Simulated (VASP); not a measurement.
Input of a VASP 6.6.1 run:

Contents of INCAR:

```
SYSTEM = Cu
PREC     = Accurate       ! precision mode
ENCUT    = 600            ! plane-wave cutoff, eV
EDIFF    = 1E-6           ! SCF threshold, eV
ISMEAR   = -1             ! smearing method
SIGMA    = 0.1            ! smearing width, eV
LREAL    = .False.        ! projectors in reciprocal space
LASPH    = .True.         ! aspherical terms in the spheres
NELM     = 60             ! most SCF steps
ALGO     = Normal         ! electronic algorithm
ISIF     = 4              ! what is computed and relaxed
LWAVE    = .False.        ! write WAVECAR
LCHARG   = .False.        ! write CHGCAR
IBRION   = 2              ! ionic algorithm
NSW      = 50             ! ionic steps
EDIFFG   = -0.005         ! ionic threshold
```

KPOINTS

```
Automatic mesh
0
Gamma
  17 17 10
  0 0 0
```

File POSCAR:

```
Cu
1.0
    2.1812435128      0.0000000000      0.0000000000
   -1.0906217564      1.8890122939      0.0000000000
    0.0000000000      0.0000000000      3.5957706280
Cu
2
Direct
    0.3333333333      0.6666666667      0.2500000000
    0.6666666667      0.3333333333      0.7500000000
```

Potentials or basis: VASP PAW LDA potentials, release 64 (Cu).

The run is started by

```bash
$ cat potpaw_LDA.64/Cu/POTCAR > POTCAR
$ mpirun -np 1 vasp_std > vasp.out
```

Question: What does it give for the band gap on the k mesh?

Answer: Zero (bands 11 and 12 overlap by 8.06 eV).

Step by step:
```csv
step,energy change (eV),largest force (eV/Å),pressure (GPa),volume (Å³)
1,0.0000,0.0000,189.55,14.82
2,0.0000,0.0000,189.51,14.82
3,-0.0005,0.0000,189.54,14.82
```
